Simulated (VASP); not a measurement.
Input of a VASP 6.6.1 run:

INCAR

```
SYSTEM = InAs
PREC     = Accurate       ! precision mode
ENCUT    = 520            ! plane-wave cutoff, eV
EDIFF    = 1E-7           ! SCF threshold, eV
ISMEAR   = -1             ! smearing method
SIGMA    = 0.03           ! smearing width, eV
LREAL    = .False.        ! projectors in reciprocal space
LASPH    = .True.         ! aspherical terms in the spheres
NELM     = 80             ! most SCF steps
ALGO     = Normal         ! electronic algorithm
ISIF     = 2              ! what is computed and relaxed
LWAVE    = .False.        ! write WAVECAR
LCHARG   = .False.        ! write CHGCAR
GGA      = PE             ! functional
NBANDS   = 16             ! bands
```

File KPOINTS:

```
regular mesh
0
Gamma
  3 3 3
  0 0 0
```

The input POSCAR:

```
InAs
1.0
    0.0000000000      2.8773040000      2.8773040000
    2.8773040000      0.0000000000      2.8773040000
    2.8773040000      2.8773040000      0.0000000000
In As
1 1
Direct
    0.5000000000      0.5000000000      0.5000000000
    0.0000000000      0.0000000000      0.0000000000
```

Potentials or basis: VASP PAW PBE potentials, release 64 (In_d, As).

Launch:

```console
$ cat potpaw_PBE.64/In_d/POTCAR potpaw_PBE.64/As/POTCAR > POTCAR
$ mpirun -np 1 vasp_std > vasp.out
```

(1) What does it give for the band gap on the k mesh?

(2) Predict the pressure.

## Answers

(1) zero (band 9 reaches 6.02 eV, above the bottom of band 10 at 4.85 eV).

(2) 2.9 GPa.

Caveat: the k points lie up to 0.63 Å⁻¹ apart; spin-orbit coupling is left out, which moves the levels of the heavy elements.
